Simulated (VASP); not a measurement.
# Mo (I4/mmm) in VASP: a series of runs, part 2 of 2

VASP 6.6.1. The steps go on from the part before.

### Step 3. Single point, PBEsol (strain +0.080 along x and y, -0.040 along z)

INCAR

```
ALGO     = Fast           # electronic algorithm
EDIFF    = 1E-6           # SCF threshold, eV
ENCUT    = 520            # plane-wave cutoff, eV
GGA      = PS             # functional
ISIF     = 2              # what is computed and relaxed
ISMEAR   = 0              # smearing method
LASPH    = True           # aspherical terms in the spheres
LCHARG   = False          # write CHGCAR
LREAL    = False          # projectors in reciprocal space
LWAVE    = False          # write WAVECAR
NBANDS   = 13             # bands
NELM     = 80             # most SCF steps
PREC     = Accurate       # precision mode
SIGMA    = 0.15           # smearing width, eV
```

KPOINTS

```
k-points
0
Gamma
  22 22 22
```

POSCAR

```
Mo
1.0
   -1.6966800000      1.6966800000      1.5081600000
    1.6966800000     -1.6966800000      1.5081600000
    1.6966800000      1.6966800000     -1.5081600000
Mo
1
Direct
    0.0000000000      0.0000000000      0.0000000000
```

Potentials or basis: VASP PAW PBE potentials, release 64 (Mo_sv).

The run is started by

```console
$ cat potpaw_PBE.64/Mo_sv/POTCAR > POTCAR
$ mpirun -np 1 vasp_std > vasp.out
```

OUTCAR:

```text
EDIFF = 1E-6
   ENCUT = 520
   GGA = PS
   ISIF = 2
   ISMEAR = 0
   LASPH = True
   LREAL = False
   NELM = 80
   PREC = Accurate

 ion  position               nearest neighbor table
   1  0.000  0.000  0.000-

  LATTYP: Found a body centered tetragonal cell.
 ALAT       =     3.3933600000
 C/A-ratio  =     0.8888888889

  Lattice vectors:

 A1 = (  -1.6966800000,   1.6966800000,   1.5081600000)
 A2 = (   1.6966800000,  -1.6966800000,   1.5081600000)
[... 557 lines left out ...]
      5       6.2011      2.00000
      6       7.6520      2.00000
      7      11.6557      0.00000
      8      12.2307      0.00000
      9      13.5086      0.00000
     10      14.6724      0.00000
     11      21.8550      0.00000
     12      23.0328      0.00000
     13      26.3974      0.00000

 [... further k-points ...]
[... 5 lines left out ...]
  --------------------------------------------------------------------------------------
  -------------------------------------------------------------------------------------
  Total       -3.5992267     -3.5992267     -0.8785723      0.0000000     -0.0000000      0.0000000
  in kB     -332.0568864   -332.0568864    -81.0551830      0.0000000     -0.0000000      0.0000000
  external PRESSURE =    -248.3896520 kB  Pullay stress =       0.0000000 kB

 VOLUME and BASIS-vectors are now :
 -----------------------------------------------------------------------------
  energy-cutoff  :      520.00
  volume of cell :       17.37
      direct lattice vectors                 reciprocal lattice vectors
    -1.696680000  1.696680000  1.508160000     0.000000000  0.294693165  0.331529811
     1.696680000 -1.696680000  1.508160000     0.294693165  0.000000000  0.331529811
     1.696680000  1.696680000 -1.508160000     0.294693165  0.294693165  0.000000000

 POSITION                                       TOTAL-FORCE (eV/Angst)
 -----------------------------------------------------------------------------------
      0.00000      0.00000      0.00000         0.000000      0.000000     -0.000000
 -----------------------------------------------------------------------------------
    total drift:                               -0.000000      0.000000      0.000000

  FREE ENERGIE OF THE ION-ELECTRON SYSTEM (eV)
  ---------------------------------------------------
  free  energy   TOTEN  =       -11.4803906770 eV

  energy  without entropy=      -11.4705220989  energy(sigma->0) =      -11.47545639
```

stdout:

```text
POSCAR found type information on POSCAR Mo
 POSCAR found :  1 types and       1 ions
 scaLAPACK will be used
 -----------------------------------------------------------------------------
|                                                                             |
|                                                                             |
|     You enforced a specific xc type in the INCAR file but a different       |
|     I HOPE YOU KNOW WHAT YOU ARE DOING!                                     |
|                                                                             |
 -----------------------------------------------------------------------------

 LDA part: xc-table for (Slater+PW92), standard interpolation
 POSCAR, INCAR and KPOINTS ok, starting setup
 FFT: planning ... GRIDC
 FFT: planning ... GRID_SOFT
 FFT: planning ... GRID
 WAVECAR not read
 entering main loop
```

Wall time 3.5 min (1 thread of AMD EPYC 9R45 (Zen 5), shared host); peak memory 0.25 GiB.

What came out:

| Property | Result |
| --- | --- |
| Free energy | -11.4804 eV |
| Pressure | -24.8 GPa |
| Band gap on the k mesh | zero (band 7 reaches 14.22 eV, above the bottom of band 8 at 9.68 eV) |

Levels at points of the mesh, in eV from the Fermi level:
```csv
k point,band 3,band 4,band 5,band 6,band 7,band 8,band 9,band 10,band 11,band 12
"(0.00, 0.00, 0.00)",-34.65,-34.57,-6.85,-1.86,-0.58,-0.58,0.60,2.15,14.08,14.08
"(0.50, 0.00, 0.00)",-34.99,-34.69,-4.71,-3.25,1.39,1.68,2.92,4.08,10.57,11.60
"(0.50, 0.50, 0.00)",-34.83,-34.61,-4.64,-1.92,0.46,0.79,1.57,3.99,9.49,12.31
"(0.50, 0.50, 0.50)",-35.41,-35.11,-4.77,-4.53,3.42,3.42,3.75,7.32,7.32,10.43
```

Caveat: the cell differs from its parent crystal (strain +0.080 along x and y, -0.040 along z); the PAW data sets were made with another functional, which shifts forces and pressure a little.

### Step 4. Single point, PBEsol (strain +0.080 along x and y, +0.000 along z)

INCAR

```
  ALGO = Fast
  EDIFF = 1E-7
  ENCUT = 520
  GGA = PS
  ISIF = 2
  ISMEAR = 0
  LASPH = True
  LCHARG = False
  LREAL = False
  LWAVE = False
  NBANDS = 13
  NELM = 80
  PREC = Accurate
  SIGMA = 0.15
```

KPOINTS is that of step 3.

POSCAR

```
Mo
1.0
   -1.6966800000      1.6966800000      1.5710000000
    1.6966800000     -1.6966800000      1.5710000000
    1.6966800000      1.6966800000     -1.5710000000
Mo
1
Direct
    0.0000000000      0.0000000000      0.0000000000
```

Potentials or basis: VASP PAW PBE potentials, release 64 (Mo_sv).

The run is started by

```console
$ cat potpaw_PBE.64/Mo_sv/POTCAR > POTCAR
$ mpirun -np 1 vasp_std > vasp.out
```

OUTCAR:

```text
EDIFF = 1E-7
   ENCUT = 520
   GGA = PS
   ISIF = 2
   ISMEAR = 0
   LASPH = True
   LREAL = False
   NELM = 80
   PREC = Accurate

 ion  position               nearest neighbor table
   1  0.000  0.000  0.000-

  LATTYP: Found a body centered tetragonal cell.
 ALAT       =     3.3933600000
 C/A-ratio  =     0.9259259259

  Lattice vectors:

 A1 = (  -1.6966800000,   1.6966800000,   1.5710000000)
 A2 = (   1.6966800000,  -1.6966800000,   1.5710000000)
[... 557 lines left out ...]
      5       5.8201      2.00000
      6       7.3302      2.00000
      7      10.8512      0.00000
      8      11.6248      0.00000
      9      12.5202      0.00000
     10      13.8811      0.00000
     11      20.6763      0.00000
     12      22.1431      0.00000
     13      25.6316      0.00000

 [... further k-points ...]
[... 5 lines left out ...]
  --------------------------------------------------------------------------------------
  -------------------------------------------------------------------------------------
  Total       -4.1878885     -4.1878885     -2.3375144      0.0000000      0.0000000      0.0000000
  in kB     -370.9109314   -370.9109314   -207.0278715      0.0000000      0.0000000      0.0000000
  external PRESSURE =    -316.2832448 kB  Pullay stress =       0.0000000 kB

 VOLUME and BASIS-vectors are now :
 -----------------------------------------------------------------------------
  energy-cutoff  :      520.00
  volume of cell :       18.09
      direct lattice vectors                 reciprocal lattice vectors
    -1.696680000  1.696680000  1.571000000     0.000000000  0.294693165  0.318268619
     1.696680000 -1.696680000  1.571000000     0.294693165  0.000000000  0.318268619
     1.696680000  1.696680000 -1.571000000     0.294693165  0.294693165  0.000000000

 POSITION                                       TOTAL-FORCE (eV/Angst)
 -----------------------------------------------------------------------------------
      0.00000      0.00000      0.00000         0.000000      0.000000     -0.000000
 -----------------------------------------------------------------------------------
    total drift:                               -0.000000      0.000000      0.000000

  FREE ENERGIE OF THE ION-ELECTRON SYSTEM (eV)
  ---------------------------------------------------
  free  energy   TOTEN  =       -11.4153812645 eV

  energy  without entropy=      -11.4064723412  energy(sigma->0) =      -11.41092680
```

OSZICAR:

```text
N       E                     dE             d eps       ncg     rms          rms(c)
DAV:   1     0.915670530467E+02    0.91567E+02   -0.79778E+03 21856   0.109E+03
DAV:   2    -0.111037317400E+02   -0.10267E+03   -0.98865E+02 24969   0.305E+02
DAV:   3    -0.123270492945E+02   -0.12233E+01   -0.12195E+01 24354   0.332E+01
DAV:   4    -0.123299483368E+02   -0.28990E-02   -0.28990E-02 24014   0.198E+00
DAV:   5    -0.123299688933E+02   -0.20557E-04   -0.20557E-04 24844   0.148E-01    0.116E+01
RMM:   6    -0.115073775835E+02    0.82259E+00   -0.10548E+00 21734   0.908E+00    0.261E+00
RMM:   7    -0.114205534770E+02    0.86824E-01   -0.22724E-01 22292   0.404E+00    0.142E+00
RMM:   8    -0.114159908204E+02    0.45627E-02   -0.14660E-02 23741   0.132E+00    0.195E-01
RMM:   9    -0.114153989556E+02    0.59186E-03   -0.14606E-03 24156   0.375E-01    0.408E-02
RMM:  10    -0.114153816869E+02    0.17269E-04   -0.29366E-04 24554   0.172E-01    0.441E-02
RMM:  11    -0.114153812117E+02    0.47527E-06   -0.29329E-05 24296   0.657E-02    0.528E-03
RMM:  12    -0.114153810352E+02    0.17644E-06   -0.43780E-06 24775   0.265E-02    0.227E-03
RMM:  13    -0.114153812359E+02   -0.20069E-06   -0.76402E-07 22251   0.115E-02    0.761E-04
RMM:  14    -0.114153811081E+02    0.12787E-06   -0.18975E-07 15953   0.539E-03    0.830E-04
RMM:  15    -0.114153812590E+02   -0.15098E-06   -0.73490E-08 13077   0.321E-03    0.105E-04
RMM:  16    -0.114153812645E+02   -0.54101E-08   -0.71442E-09  7802   0.114E-03
   1 F= -.11415381E+02 E0= -.11410927E+02  d E =-.890892E-02
```

Run time: 4.4 min. Hardware: 1 thread of AMD EPYC 9R45 (Zen 5), shared host; peak memory 0.25 GiB.

Results:

```
Free energy            : -11.4154 eV
Pressure               : -31.6 GPa
Band gap on the k mesh : zero (band 7 reaches 13.43 eV, above the bottom of band 8 at 9.27 eV)
```

Levels at points of the mesh, in eV from the Fermi level:
```tsv
k point	band 3	band 4	band 5	band 6	band 7	band 8	band 9	band 10	band 11	band 12
(0.00, 0.00, 0.00)	-34.75	-34.71	-6.72	-1.55	-0.79	-0.79	0.89	1.82	14.17	14.17
(0.50, 0.00, 0.00)	-35.05	-34.77	-4.51	-2.99	1.37	1.41	2.38	3.86	9.84	11.50
(0.50, 0.50, 0.00)	-34.96	-34.73	-4.47	-2.18	0.75	0.86	1.60	3.76	9.16	11.99
(0.50, 0.50, 0.50)	-35.41	-35.24	-4.48	-4.33	3.21	3.21	3.42	7.37	7.37	9.36
```

Caveat: the cell differs from its parent crystal (strain +0.080 along x and y, +0.000 along z); the PAW data sets were made with another functional, which shifts forces and pressure a little.

### Step 5. The runs side by side

```tsv
cell	further INCAR settings	gap on the mesh (eV)	pressure (GPa)
a = 2.795 Å, angles 111.6, 111.6, 105.3°, 1 atom	ALGO = Fast; EDIFF = 1e-06; NBANDS = 13	none	-19.5
a = 2.834 Å, angles 106.5, 106.5, 115.7°, 1 atom	ALGO = Fast; EDIFF = 1e-06; NBANDS = 13	none	-24.8
a = 2.868 Å, angles 107.5, 107.5, 113.6°, 1 atom	ALGO = Fast; EDIFF = 1e-07; NBANDS = 13	none	-31.6
```

Alike in all rows: task single point; level PBEsol; potentials or basis VASP PAW PBE potentials, release 64 (Mo_sv); no spin polarisation; k mesh 22 × 22 × 22; cutoff (eV) 520; smearing gaussian 0.15 eV.

Caveats: the PAW data sets were made with another functional, which shifts forces and pressure a little.

Absolute energies hang on the potentials; compare differences alone.
